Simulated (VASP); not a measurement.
A run of VASP 6.6.1 is set up as follows.

The input INCAR:

```
SYSTEM = Pt
  ALGO = Normal
  EDIFF = 1E-6
  ENCUT = 500
  GGA = PE
  GGA_COMPAT = .False.
  ISIF = 2
  ISMEAR = -1
  LASPH = .True.
  LCHARG = .False.
  LREAL = .False.
  LWAVE = .False.
  NBANDS = 17
  NELM = 120
  PREC = Accurate
  SIGMA = 0.15
```

Contents of KPOINTS:

```
Automatic mesh
0
Gamma
  2 2 2
  0.5 0.5 0.5
```

File POSCAR:

```
Pt
1.0
   -3.0181590000      0.0259260000      2.9753980000
   -0.1146320000      2.8533410000      2.8866920000
   -3.0074460000      2.9313330000      0.0366400000
Pt
2
Direct
    0.4604711511     -0.0028876340      0.5778663528
    0.6567958489      0.3872576340      0.7639956472
```

Potentials or basis: VASP PAW PBE potentials, release 64 (Pt).

The run is started by

```sh
$ cat potpaw_PBE.64/Pt/POTCAR > POTCAR
$ mpirun -np 1 vasp_std > vasp.out
```

Q: What does it give for the pressure?

A: 26.4 GPa.

Q: What does it give for the band gap on the k mesh?

A: Zero (band 10 reaches 5.29 eV, above the bottom of band 11 at 4.59 eV).

Forces on the atoms (eV/Å):
```
Pt   9.067  9.359  9.220
Pt  -9.067 -9.359 -9.220
```

Caveat: the k points lie up to 0.96 Å⁻¹ apart; spin-orbit coupling is left out, which moves the levels of the heavy elements; forces of over 1 eV/Å act on the atoms, so gaps and moduli don't describe the material at rest.
